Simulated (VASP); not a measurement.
A run of VASP 6.6.1:

POSCAR

```
CaO
1.0
    0.0000000000      2.4122650000      2.3755300000
    2.4122650000      0.0000000000      2.3755300000
    2.4122650000      2.4122650000      0.0000000000
Ca O
1 1
Direct
    0.0000000000      0.0000000000      0.0000000000
    0.5000000000      0.5000000000      0.5000000000
```

INCAR.step1

```
SYSTEM = CaO
PREC     = Accurate       ! precision mode
ENCUT    = 520            ! plane-wave cutoff, eV
ISMEAR   = 0              ! smearing method
SIGMA    = 0.05           ! smearing width, eV
LREAL    = .False.        ! projectors in reciprocal space
LASPH    = .True.         ! aspherical terms in the spheres
NELM     = 80             ! most SCF steps
NBANDS   = 15             ! bands
GGA      = PE             ! functional
ALGO     = Normal         ! electronic algorithm
EDIFF    = 1E-4           ! SCF threshold, eV
LWAVE    = .True.         ! write WAVECAR
LCHARG   = .False.        ! write CHGCAR
```

The input INCAR.step2:

```
SYSTEM = CaO
PREC     = Accurate       ! precision mode
ENCUT    = 520            ! plane-wave cutoff, eV
EDIFF    = 1E-7           ! SCF threshold, eV
ISMEAR   = 0              ! smearing method
SIGMA    = 0.05           ! smearing width, eV
LREAL    = .False.        ! projectors in reciprocal space
LASPH    = .True.         ! aspherical terms in the spheres
NELM     = 80             ! most SCF steps
ALGO     = Normal         ! electronic algorithm
ISIF     = 2              ! what is computed and relaxed
LWAVE    = .False.        ! write WAVECAR
LCHARG   = .False.        ! write CHGCAR
METAGGA  = R2SCAN         ! meta-GGA
LMIXTAU  = .True.       
NBANDS   = 15             ! bands
ISTART   = 1
```

Contents of KPOINTS:

```
regular mesh
0
Gamma
  8 8 8
  0 0 0
```

Potentials or basis: VASP PAW PBE potentials, release 64 (Ca_sv, O).

Launch:

```bash
$ cat potpaw_PBE.64/Ca_sv/POTCAR potpaw_PBE.64/O/POTCAR > POTCAR
$ cp INCAR.step1 INCAR
$ mpirun -np 1 vasp_std > vasp.out
$ cp INCAR.step2 INCAR
$ mpirun -np 1 vasp_std > vasp.out
```

Hardware: 1 thread of Intel Xeon 8259CL, with other jobs on the host.

Question: Estimate the wall time of this run.

Answer: Run time: 2.9 min on 1 thread of Intel Xeon 8259CL, with other jobs on the host, peak memory 0.18 GiB. Counts: k points 59.
